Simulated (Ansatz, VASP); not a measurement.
# Two plane-wave programs on SiO2

POSCAR

```
SiO2
1.0
    0.0000000000      2.2641691167      2.2641691167
    2.2641691167      0.0000000000      2.2641691167
    2.2641691167      2.2641691167      0.0000000000
Si O
1 2
Direct
    0.0000000000      0.0000000000      0.0000000000
    0.2500000000      0.2500000000      0.2500000000
    0.7500000000      0.7500000000      0.7500000000
```

INCAR.step1

```
SYSTEM = SiO2
PREC = Accurate
ENCUT = 520
EDIFF = 1E-5
ISMEAR = 0
SIGMA = 0.01
LREAL = .FALSE.
LASPH = .TRUE.
NELM = 100
ALGO = Normal
ISIF = 2
LWAVE = .TRUE.
GGA = PE
NBANDS = 15
```

The input INCAR.step2:

```
SYSTEM = SiO2
PREC = Accurate
ENCUT = 520
EDIFF = 1E-6
ISMEAR = 0
SIGMA = 0.01
LREAL = .FALSE.
LASPH = .TRUE.
NELM = 100
ALGO = Normal
ISIF = 2
LWAVE = .FALSE.
LCHARG = .TRUE.
GGA = PE
LHFCALC = .TRUE.
HFSCREEN = 0.2079
PRECFOCK = Normal
LELF = .TRUE.
LVHAR = .TRUE.
ISTART = 1
NBANDS = 15
```

The input KPOINTS:

```
regular mesh
0
G
  4 4 4
  0 0 0
```

Input for Ansatz:

```yaml
crystal:
  lattice:
    - [0.0, 2.2641691167, 2.2641691167]
    - [2.2641691167, 0.0, 2.2641691167]
    - [2.2641691167, 2.2641691167, 0.0]
  atoms:
    - { symbol: Si, position: [0.0, 0.0, 0.0] }
    - { symbol: O, position: [0.25, 0.25, 0.25] }
    - { symbol: O, position: [0.75, 0.75, 0.75] }
kpoints:
  mp_grid: { grid: [4, 4, 4] }
hamiltonian:
  xc: hse06
scf:
  occupations: { method: fixed }
  n_extra_bands: 4
output:
  forces: true
  stress: true
  eigenvalues: true
```

Alike in both runs: task single point; functional HSE06; k mesh 4 × 4 × 4; no spin polarisation.

|  | VASP | Ansatz |
| --- | --- | --- |
| version | VASP 6.6.1 | Ansatz 0.2.0 |
| potentials or method | VASP PAW PBE potentials, release 64 (Si, O) | plane waves, PAW |
| plane-wave cutoff (eV) | 520 | 420 |
| occupations | gaussian, width 0.01 eV | fixed |
| valence electrons in the cell | 16 | 16 |

```tsv
	VASP	Ansatz	Ansatz less VASP
gap on the k mesh at the Fermi level (eV)	3.56	3.59	+0.029
pressure (GPa)	-4.0	-4.3	-0.28
```

Ansatz's warnings: stress exchange threshold loose, stress scf threshold loose.

The k mesh is coarse, so the values compare programs but aren't converged.
